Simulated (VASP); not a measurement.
# Sc (Im-3m) in VASP: a series of runs

The runs below take Sc through relaxation of cell and atoms, with PBE.

All numbers are computed with VASP 6.6.1; they aren't measurements. Logs are shortened: lines on timing, memory, paths and dates and some standing lists are left out, and cuts for length are marked.

### Step 1. The cell of the first run

The structure is cubic, space group Im-3m (No. 229). The conventional cell has a = 3.124 Å, b = 3.124 Å, c = 3.124 Å, α = 90.00°, β = 90.00°, γ = 90.00°. Sc (site symmetry m-3m) has 14 Sc at 2.71 to 3.12 Å within 3.6 Å.

This isn't the form of Sc at room conditions, which is hcp.

### Step 2. Relaxation of cell and atoms, PBE, target pressure 51 GPa, at which the enthalpy is minimised

The input, INCAR:

```
SYSTEM = Sc
ALGO = Normal ; EDIFF = 1E-7
EDIFFG = -0.005 ; ENCUT = 500
GGA = PE ; GGA_COMPAT = .False.
IBRION = 2 ; ISIF = 3
ISMEAR = -1 ; LASPH = .True.
LCHARG = .False. ; LREAL = .False.
LWAVE = .False. ; NELM = 120
NELMIN = 4 ; NSW = 60
PREC = Accurate ; PSTRESS = 510.0
SIGMA = 0.05
```

The input, KPOINTS:

```
k-points
0
Gamma
  17 17 17
  0 0 0
```

The input, POSCAR:

```
Sc
1.0
   -1.5619653674      1.5619653674      1.5619653674
    1.5619653674     -1.5619653674      1.5619653674
    1.5619653674      1.5619653674     -1.5619653674
Sc
1
Direct
    0.0000000000      0.0000000000      0.0000000000
```

Potentials or basis: VASP PAW PBE potentials, release 64 (Sc_sv).

Command:

```sh
> cat potpaw_PBE.64/Sc_sv/POTCAR > POTCAR
> mpirun -np 1 vasp_std > vasp.out
```

OUTCAR:

```text
SYSTEM = Sc
   EDIFF = 1E-7
   EDIFFG = -0.005
   ENCUT = 500
   GGA = PE
   IBRION = 2
   ISIF = 3
   ISMEAR = -1
   LASPH = .True.
   LREAL = .False.
   NELM = 120
   NELMIN = 4
   NSW = 60
   PREC = Accurate
   PSTRESS = 510.0

 ion  position               nearest neighbor table
   1  0.000  0.000  0.000-

  LATTYP: Found a body centered cubic cell.
 ALAT       =     3.1239307348

  Lattice vectors:

 A1 = (  -1.5619653674,   1.5619653674,   1.5619653674)
 A2 = (   1.5619653674,  -1.5619653674,   1.5619653674)
 A3 = (   1.5619653674,   1.5619653674,  -1.5619653674)

Analysis of symmetry for initial positions (statically):
=====================================================================
 Subroutine PRICEL returns:
 Original cell was already a primitive cell.

 Routine SETGRP: Setting up the symmetry group for a
 body centered cubic supercell.

 Subroutine GETGRP returns: Found 48 space group operations
 (whereof 48 operations were pure point group operations)
 out of a pool of 48 trial point group operations.

The static configuration has the point symmetry O_h .

Analysis of symmetry for dynamics (positions and initial velocities):
=====================================================================
 Subroutine PRICEL returns:
 Original cell was already a primitive cell.

 Routine SETGRP: Setting up the symmetry group for a
 body centered cubic supercell.

 Subroutine GETGRP returns: Found 48 space group operations
 (whereof 48 operations were pure point group operations)
 out of a pool of 48 trial point group operations.

The dynamic configuration has the point symmetry O_h .

 Subroutine INISYM returns: Found 48 space group operations
 (whereof 48 operations are pure point group operations),
 and found     1 'primitive' translations

----------------------------------------------------------------------------------------

                                     Primitive cell

  volume of cell :      15.2431

  direct lattice vectors                    reciprocal lattice vectors
    -1.561965367  1.561965367  1.561965367     0.000000000  0.320109530  0.320109530
     1.561965367 -1.561965367  1.561965367     0.320109530  0.000000000  0.320109530
     1.561965367  1.561965367 -1.561965367     0.320109530  0.320109530  0.000000000

  length of vectors
     2.705403376  2.705403376  2.705403376     0.452703239  0.452703239  0.452703239

  position of ions in fractional coordinates (direct lattice)
     0.000000000  0.000000000  0.000000000

  ion indices of the primitive-cell ions
   primitive index   ion index
                 1           1

----------------------------------------------------------------------------------------

 KPOINTS: k-points

Automatic generation of k-mesh.
 Grid dimensions read from file:
 generate k-points for:   17   17   17

 Generating k-lattice:

  Cartesian coordinates                     Fractional coordinates (reciprocal lattice)
     0.000000000  0.018829972  0.018829972     0.058823529  0.000000000  0.000000000
     0.018829972  0.000000000  0.018829972     0.000000000  0.058823529  0.000000000
     0.018829972  0.018829972  0.000000000     0.000000000  0.000000000  0.058823529

  Length of vectors
     0.026629602  0.026629602  0.026629602

  Shift w.r.t. Gamma in fractional coordinates (k-lattice)
     0.000000000  0.000000000  0.000000000

 Subroutine IBZKPT returns following result:
 ===========================================

 Found    165 irreducible k-points:

 Following reciprocal coordinates:
            Coordinates               Weight
  0.000000  0.000000  0.000000      1.000000
  0.058824  0.000000  0.000000     12.000000
  0.117647  0.000000  0.000000     12.000000
  0.176471  0.000000  0.000000     12.000000
  0.235294  0.000000  0.000000     12.000000
  0.294118  0.000000  0.000000     12.000000
[... 16 lines left out ...]
  0.411765  0.117647 -0.000000     48.000000
  0.176471  0.176471  0.000000     24.000000
 [... further k-points ...]
   k-points           NKPTS =    165   k-points in BZ     NKDIM =    165   number of bands    NBANDS=      9
   number of dos      NEDOS =    301   number of ions     NIONS =      1
   total plane-waves  NPLWV =   8000
   dimension x,y,z NGX =    20 NGY =   20 NGZ =   20
   dimension x,y,z NGXF=    40 NGYF=   40 NGZF=   40
   ions per type =               1
   NGX,Y,Z   is equivalent  to a cutoff of  12.29, 12.29, 12.29 a.u.
   NGXF,Y,Z  is equivalent  to a cutoff of  24.58, 24.58, 24.58 a.u.
 SYSTEM =  Sc
   PREC   = accura    normal or accurate (medium, high low for compatibility)
   ISTART =      0    job   : 0-new  1-cont  2-samecut
   ICHARG =      2    charge: 1-file 2-atom 10-const
   ISPIN  =      1    spin polarized calculation?
   LNONCOLLINEAR =      F non collinear calculations
   LSORBIT =      F    spin-orbit coupling
   LASPH  =      T    aspherical Exc in radial PAW
   ENCUT  =  500.0 eV  36.75 Ry    6.06 a.u.   4.93  4.93  4.93*2*pi/ulx,y,z
   NELM   =    120;   NELMIN=  4; NELMDL= -5     # of ELM steps
   EDIFF  = 0.1E-06   stopping-criterion for ELM
   LREAL  =      F    real-space projection
   EDIFFG = -.5E-02   stopping-criterion for IOM
   NSW    =     60    number of steps for IOM
   IBRION =      2    ionic relax: 0-MD 1-quasi-New 2-CG
   NFREE  =      1    steps in history (QN), initial steepest desc. (CG)
   ISIF   =      3    stress and relaxation
   ISYM   =      2    0-nonsym 1-usesym 2-fastsym
   POTIM  = 0.5000    time-step for ionic-motion
   TEBEG  =    0.0;   TEEND  =   0.0 temperature during run
   PSTRESS=  510.0 pullay stress
   NELECT =      11.0000    total number of electrons
   NUPDOWN=      -1.0000    fix difference up-down
   EMIN   =  10.00;   EMAX   =-10.00  energy-range for DOS
   EFERMI =   0.00;   METHOD = LEGACY
   ISMEAR =    -1;   SIGMA  =   0.05  broadening in eV -4-tet -1-fermi 0-gaus
   EFERMI_NEDOS =   21; number of points for ismear=-14 and -15
   IALGO  =     38    algorithm
   IMIX   =      4    mixing-type and parameters
     AMIX     =   0.40;   BMIX     =  1.00
     AMIX_MAG =   1.60;   BMIX_MAG =  1.00
  volume/ion in A,a.u.               =      15.24       102.87
  Fermi-wavevector in a.u.,A,eV,Ry     =   1.468411  2.774895 29.337306  2.156231
  Thomas-Fermi vector in A             =   2.583912
   LORBIT       =      0    0 simple, 1 ext, 2 COOP (PROOUT), +10 PAW based schemes
   GGA     = PE    functional components
   LHFCALC =     F    Hartree Fock is set to
   AEXX    =    0.0000 exact exchange contribution
   IVDW    =     0    specifies the selected vdW correction
   LEPSILON=     F    determine dielectric tensor
   LRPA    =     F    only Hartree local field effects (RPA)
 conjugate gradient relaxation of ions
 non-spin polarized calculation
  energy-cutoff  :      500.00
  volume of cell :       15.24
 maximum number of plane-waves:       401
   NGX =  9   NGY =  9   NGZ =  9

--------------------------------------- Ionic step        1  -------------------------------------------

 number of electron      10.9999996 magnetization

 Free energy of the ion-electron system (eV)
  ---------------------------------------------------
  ext. energy  EPLUGINS =         0.00000000
  ---------------------------------------------------
  free energy    TOTEN  =        -4.98439012 eV

  energy without entropy =       -4.97026481  energy(sigma->0) =       -4.97732747

------------------------ aborting loop because EDIFF is reached ----------------------------------------

  FORCE on cell =-STRESS in cart. coord.  units (eV):
  Direction    XX          YY          ZZ          XY          YZ          ZX
  --------------------------------------------------------------------------------------
  -------------------------------------------------------------------------------------
  Total        5.0477392      5.0477392      5.0477392      0.0000000     -0.0000000      0.0000000
  in kB      530.5585260    530.5585260    530.5585260      0.0000000     -0.0000000      0.0000000
  external PRESSURE =      20.5585260 kB  Pullay stress =     510.0000000 kB
[... 59 lines left out ...]
  enthalpy is  TOTEN    =        -0.1309581000 eV   P V=        4.9907994761

--------------------------------------- Ionic step        3  -------------------------------------------

 number of electron      10.9999996 magnetization

 Free energy of the ion-electron system (eV)
  ---------------------------------------------------
  ext. energy  EPLUGINS =         0.00000000
  ---------------------------------------------------
  free energy    TOTEN  =        -5.04131351 eV

  energy without entropy =       -5.02712402  energy(sigma->0) =       -5.03421876

 E-fermi :   7.0573     XC(G=0): -11.9439

 val. band max:        7.0552654272   @ k =   0.4118   0.1765  -0.0000
 cond. band min:       7.0610295960   @ k =   0.3529   0.0588   0.0588
 fundamental gap:      0.0057641688
 Fermi energy:         7.0572538235

 k-point     1 :       0.0000    0.0000    0.0000
  band No.  band energies     occupation
      1     -41.5454      2.00000
      2     -19.2666      2.00000
      3     -19.2666      2.00000
      4     -19.2666      2.00000
      5       1.4269      2.00000
      6       9.0997      0.00000
      7       9.0997      0.00000
      8       9.0997      0.00000
      9      11.5021      0.00000
[... 265 lines left out ...]
 k-point    24 :       0.1765    0.1765    0.0000
  band No.  band energies     occupation
      1     -41.2698      2.00000
      2     -20.3591      2.00000
      3     -19.6152      2.00000
      4     -19.3800      2.00000
      5       4.4340      2.00000
      6       7.4760      0.00046
      7       7.8582      0.00000
      8      10.8411      0.00000
      9      12.0725      0.00000

 [... further k-points ...]

------------------------ aborting loop because EDIFF is reached ----------------------------------------

  FORCE on cell =-STRESS in cart. coord.  units (eV):
  Direction    XX          YY          ZZ          XY          YZ          ZX
  --------------------------------------------------------------------------------------
  -------------------------------------------------------------------------------------
  Total        4.9069611      4.9069611      4.9069611      0.0000000      0.0000000      0.0000000
  in kB      509.8958599    509.8958599    509.8958599      0.0000000      0.0000000      0.0000000
  external PRESSURE =      -0.1041401 kB  Pullay stress =     510.0000000 kB
[... 16 lines left out ...]
  FREE ENERGIE OF THE ION-ELECTRON SYSTEM (eV)
  ---------------------------------------------------
  free  energy   TOTEN  =        -5.0413135070 eV

  energy  without entropy=       -5.0271240197  energy(sigma->0) =       -5.03421876

  enthalpy is  TOTEN    =        -0.1333501827 eV   P V=        4.9079633242

 reached required accuracy - stopping structural energy minimisation
```

Run time: 44 s. Hardware: 1 thread of Oxide Virtual Turin-like, shared host; peak memory 0.11 GiB.

Results:

```
Free energy                                                : -5.0413 eV
Relaxed volume                                             : 15.42 Å³/atom
Relaxed cell                                               : a = 2.716 Å, b = 2.716 Å, c = 2.716 Å, α = 109.47°, β = 109.47°, γ = 109.47°
Space group after relaxing (to 0.1 Å)                      : Im-3m (No. 229)
Energy change on relaxing (the run minimises the enthalpy) : -56.9 meV/atom
Ionic steps                                                : 3
Pressure after relaxing                                    : 51.0 GPa
Band gap on the k mesh                                     : zero (an odd number of electrons rules out a gap without spin polarisation)
```

Step by step:
| step | energy change (eV) | largest force (eV/Å) | pressure (GPa) | volume (Å³) |
| --- | --- | --- | --- | --- |
| 1 | 0.0000 | 0.0000 | 53.06 | 15.24 |
| 2 | -0.1374 | 0.0000 | 48.09 | 15.68 |
| 3 | -0.0569 | 0.0000 | 50.99 | 15.42 |

Final structure:
```yaml
crystal:
  lattice:
    - [-1.56793, 1.56793, 1.56793]
    - [1.56793, -1.56793, 1.56793]
    - [1.56793, 1.56793, -1.56793]
  atoms:
    - { symbol: Sc, position: [0.00000, 0.00000, 0.00000] }
```

Caveat: the cell is relaxed towards a set pressure, so the run minimises the enthalpy, not the energy.

### Step 3. Relaxation of cell and atoms, PBE, target pressure 51 GPa, at which the enthalpy is minimised

This run uses another cell than the first one, of 15.39 Å³/atom.

The input, INCAR:

```
SYSTEM = Sc
  PREC = Accurate
  ENCUT = 500
  EDIFF = 1E-7
  ISMEAR = -1
  SIGMA = 0.05
  LREAL = .False.
  LASPH = .True.
  NELM = 120
  ALGO = Normal
  ISIF = 3
  LWAVE = .False.
  LCHARG = .False.
  GGA = PE
  IBRION = 2
  NSW = 32
  EDIFFG = -0.005
  PSTRESS = 510.0
  GGA_COMPAT = .False.
  NELMIN = 4
```

The input, KPOINTS:

```
regular mesh
0
Gamma
  17 17 17
  0 0 0
```

The input, POSCAR:

```
Sc
1.0
   -1.5668980187      1.5668980187      1.5668980187
    1.5668980187     -1.5668980187      1.5668980187
    1.5668980187      1.5668980187     -1.5668980187
Sc
1
Direct
    0.0000000000      0.0000000000      0.0000000000
```

Potentials or basis: VASP PAW PBE potentials, release 64 (Sc_sv).

Command:

```sh
> cat potpaw_PBE.64/Sc_sv/POTCAR > POTCAR
> mpirun -np 1 vasp_std > vasp.out
```

Run time: 42 s. Hardware: 1 thread of Oxide Virtual Turin-like, shared host; peak memory 0.11 GiB.

Results (log left out):

```
Free energy                                                : -5.0412 eV
Relaxed volume                                             : 15.42 Å³/atom
Relaxed cell                                               : a = 2.716 Å, b = 2.716 Å, c = 2.716 Å, α = 109.47°, β = 109.47°, γ = 109.47°
Space group after relaxing (to 0.1 Å)                      : Im-3m (No. 229)
Energy change on relaxing (the run minimises the enthalpy) : -9.5 meV/atom
Ionic steps                                                : 3
Pressure after relaxing                                    : 51.0 GPa
Band gap on the k mesh                                     : zero (an odd number of electrons rules out a gap without spin polarisation)
```

Step by step:
```tsv
step	energy change (eV)	largest force (eV/Å)	pressure (GPa)	volume (Å³)
1	0.0000	0.0000	51.35	15.39
2	-0.0241	0.0000	50.47	15.46
3	-0.0095	0.0000	50.99	15.42
```

Final structure:
```cif
data_structure
_symmetry_space_group_name_H-M 'P 1'
_symmetry_Int_Tables_number 1
_cell_length_a 2.7157
_cell_length_b 2.7157
_cell_length_c 2.7157
_cell_angle_alpha 109.471
_cell_angle_beta 109.471
_cell_angle_gamma 109.471
_cell_volume 15.42
loop_
_atom_site_label
_atom_site_type_symbol
_atom_site_fract_x
_atom_site_fract_y
_atom_site_fract_z
_atom_site_occupancy
Sc1 Sc 0.00000 0.00000 0.00000 1
```

Levels at points of the mesh, in eV from the Fermi level:
```csv
k point,band 2,band 3,band 4,band 5,band 6,band 7,band 8,band 9
"(0.00, 0.00, 0.00)",-26.32,-26.32,-26.32,-5.63,2.04,2.04,2.04,4.44
```

Caveat: the cell is relaxed towards a set pressure, so the run minimises the enthalpy, not the energy.
